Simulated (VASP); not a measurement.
Input of a VASP 6.6.1 run:

File INCAR:

```
SYSTEM = GaAs
PREC = Accurate
ENCUT = 520
EDIFF = 1E-7
ISMEAR = -1
SIGMA = 0.02
LREAL = .FALSE.
LASPH = .TRUE.
NELM = 100
ALGO = Normal
ISIF = 2
LWAVE = .FALSE.
LCHARG = .TRUE.
GGA = PE
LELF = .TRUE.
LVHAR = .TRUE.
NBANDS = 16
```

Contents of KPOINTS:

```
Automatic mesh
0
G
  8 8 8
  0 0 0
```

Contents of POSCAR:

```
GaAs
1.0
    0.0000000000      2.8330831910      2.8330831910
    2.7798212270      0.0000000000      2.8330831910
    2.7798212270      2.8330831910      0.0000000000
Ga As
1 1
Direct
    0.0000000000      0.0000000000      0.0000000000
    0.2500000000      0.2500000000      0.2500000000
```

Potentials or basis: VASP PAW PBE potentials, release 64 (Ga_d, As).

Command:

```console
$ cat potpaw_PBE.64/Ga_d/POTCAR potpaw_PBE.64/As/POTCAR > POTCAR
$ mpirun -np 1 vasp_std > vasp.out
```

Task: Estimate the band gap on the k mesh.

Result: 0.54 eV.

Task: Estimate the pressure.

Result: 4.4 GPa.

Stress tensor (GPa, compression positive):
```
5.15 0.00 0.00
0.00 4.07 0.00
0.00 0.00 4.07
```

Caveat: the cell differs from its parent crystal (uniaxial x strain -1.9%); the cell stands under pressure. A k mesh can miss the band edges.
